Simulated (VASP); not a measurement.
A run of VASP 6.6.1 is set up as follows.

File INCAR:

```
SYSTEM = LiH3
  PREC = Accurate
  ENCUT = 520
  EDIFF = 1E-6
  ISMEAR = 0
  SIGMA = 0.1
  LREAL = .FALSE.
  LASPH = .TRUE.
  NELM = 60
  ALGO = Normal
  ISIF = 2
  LWAVE = .FALSE.
  LCHARG = .TRUE.
  GGA = PE
  LELF = .TRUE.
  LVHAR = .TRUE.
  NBANDS = 16
```

The input KPOINTS:

```
regular mesh
0
G
  6 6 6
  0 0 0
```

POSCAR

```
LiH3
1.0
    1.3493839728     -7.8841789598      0.0000000000
    1.3493839728      7.8841789598      0.0000000000
    0.0000000000      0.0000000000      2.6730186831
Li H
2 6
Direct
    0.1693000000      0.8307000000      0.7500000000
    0.8307000000      0.1693000000      0.2500000000
    0.2955200000      0.7044800000      0.7500000000
    0.7044800000      0.2955200000      0.2500000000
    0.5706100000      0.4293900000      0.7500000000
    0.4293900000      0.5706100000      0.2500000000
    0.0705300000      0.9294700000      0.2500000000
    0.9294700000      0.0705300000      0.7500000000
```

Potentials or basis: VASP PAW PBE potentials, release 64 (Li_sv, H).

Launch:

```console
$ cat potpaw_PBE.64/Li_sv/POTCAR potpaw_PBE.64/H/POTCAR > POTCAR
$ mpirun -np 1 vasp_std > vasp.out
```

**Question.** What does it give for the band gap on the k mesh?

**Answer.** Zero (bands 6 and 7 overlap by 1.77 eV).

**Question.** Predict the largest force.

**Answer.** 0.423 eV/Å.

Forces on the atoms (eV/Å):
```
Li   0.000 -0.315  0.000
Li   0.000  0.315  0.000
H    0.000 -0.423  0.000
H    0.000  0.423  0.000
H    0.000  0.114  0.000
H    0.000 -0.114  0.000
H    0.000  0.067  0.000
H    0.000 -0.067  0.000
```

Caveat: the k points lie up to 0.39 Å⁻¹ apart, too coarse for converged energies and pressures of a metal.
